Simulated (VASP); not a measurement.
Write the native input for VASP 6.6.1 that does the following.

* Task: single point
* Functional: HSE06
* Potentials or basis: VASP PAW PBE potentials, release 64 (Si)
* Cutoff: 520 eV
* k mesh: 6 × 6 × 6
* Occupations: gaussian, width 0.01 eV
* Spin: no spin polarisation
* Dipole correction: no
* Grid for exact exchange (PRECFOCK): Normal
* Further INCAR settings: ALGO = Normal; EDIFF = 1e-06; NBANDS = 11
* Share of exact exchange: 0.25
* Screening parameter: 0.2079 1/Å

Si:

```
Si
1.0
     0.00000    2.77656    2.68211
     2.77656    0.00000    2.68211
     2.77656    2.77656    0.00000
Si
2
Direct
  0.00000 0.00000 0.00000
  0.25000 0.25000 0.25000
```

This cell differs from its parent crystal: epitaxial xy strain +2.0%.

The input as run:

POSCAR

```
Si
1.0
    0.0000000000      2.7765612735      2.6821061821
    2.7765612735      0.0000000000      2.6821061821
    2.7765612735      2.7765612735      0.0000000000
Si
2
Direct
    0.0000000000      0.0000000000      0.0000000000
    0.2500000000      0.2500000000      0.2500000000
```

INCAR.step1

```
SYSTEM = Si
PREC = Accurate
ENCUT = 520
EDIFF = 1E-5
ISMEAR = 0
SIGMA = 0.01
LREAL = .FALSE.
LASPH = .TRUE.
NELM = 100
ALGO = Normal
ISIF = 2
LWAVE = .TRUE.
LCHARG = .FALSE.
GGA = PE
NBANDS = 11
```

INCAR.step2

```
SYSTEM = Si
PREC = Accurate
ENCUT = 520
EDIFF = 1E-6
ISMEAR = 0
SIGMA = 0.01
LREAL = .FALSE.
LASPH = .TRUE.
NELM = 100
ALGO = Normal
ISIF = 2
LWAVE = .FALSE.
LCHARG = .FALSE.
GGA = PE
LHFCALC = .TRUE.
HFSCREEN = 0.2079
PRECFOCK = Normal
ISTART = 1
NBANDS = 11
```

KPOINTS

```
regular mesh
0
G
  6 6 6
  0 0 0
```

Potentials or basis: VASP PAW PBE potentials, release 64 (Si).

Command:

```bash
$ cat potpaw_PBE.64/Si/POTCAR > POTCAR
$ cp INCAR.step1 INCAR
$ mpirun -np 1 vasp_std > vasp.out
$ cp INCAR.step2 INCAR
$ mpirun -np 1 vasp_std > vasp.out
```

Results of the run:

```yaml
Pressure: -2.8 GPa
Band_gap_on_the_k_mesh: 0.98 eV (least direct gap 3.06 eV)
```

Caveat: the cell differs from its parent crystal (epitaxial xy strain +2.0%); the PAW data sets were made with another functional, which shifts forces and pressure a little.

Wall time 32 min on 1 thread of Oxide Virtual Turin-like Processor, on a shared host, peak memory 0.25 GiB.
